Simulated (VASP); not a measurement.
Wanted: the native input for a VASP 6.6.1 run.

```yaml
Task: single point
Functional: PBE
Potentials_or_basis: VASP PAW PBE potentials, release 64 (Sn_d, Te)
Cutoff: 500 eV
k_mesh: 8 × 8 × 8
Occupations: fermi-dirac, width 0.1 eV
Spin: no spin polarisation
Dipole_correction: no
Further_INCAR_settings: ALGO = Normal; EDIFF = 1e-06; NBANDS = 17
```

The structure of SnTe (rock salt type) lies in POSCAR:

```
SnTe
1.0
    0.0000000000      3.2050000000      3.2050000000
    3.2050000000      0.0000000000      3.2050000000
    3.2050000000      3.2050000000      0.0000000000
Sn Te
1 1
Direct
    0.0000000000      0.0000000000      0.0000000000
    0.5000000000      0.5000000000      0.5000000000
```

One way to write it, as run:

INCAR

```
SYSTEM = SnTe
PREC = Accurate ; ENCUT = 500
EDIFF = 1E-6 ; ISMEAR = -1
SIGMA = 0.1 ; LREAL = .False.
LASPH = .True. ; NELM = 120
ALGO = Normal ; ISIF = 2
LWAVE = .False. ; LCHARG = .False.
GGA = PE ; NBANDS = 17
GGA_COMPAT = .False.
```

KPOINTS

```
regular mesh
0
Gamma
  8 8 8
  0 0 0
```

Potentials or basis: VASP PAW PBE potentials, release 64 (Sn_d, Te).

Launch:

```sh
$ cat potpaw_PBE.64/Sn_d/POTCAR potpaw_PBE.64/Te/POTCAR > POTCAR
$ mpirun -np 1 vasp_std > vasp.out
```

Results of the run:

| Item | Value |
| --- | --- |
| Pressure | -0.1 GPa |
| Band gap on the k mesh | 0.05 eV |

Caveat: semilocal functionals underestimate gaps, and a narrow one can read as zero; spin-orbit coupling is left out, which moves the levels of the heavy elements.

Run time: 60 s on 1 thread of Intel Xeon 8259CL (shared host), peak memory 0.18 GiB.
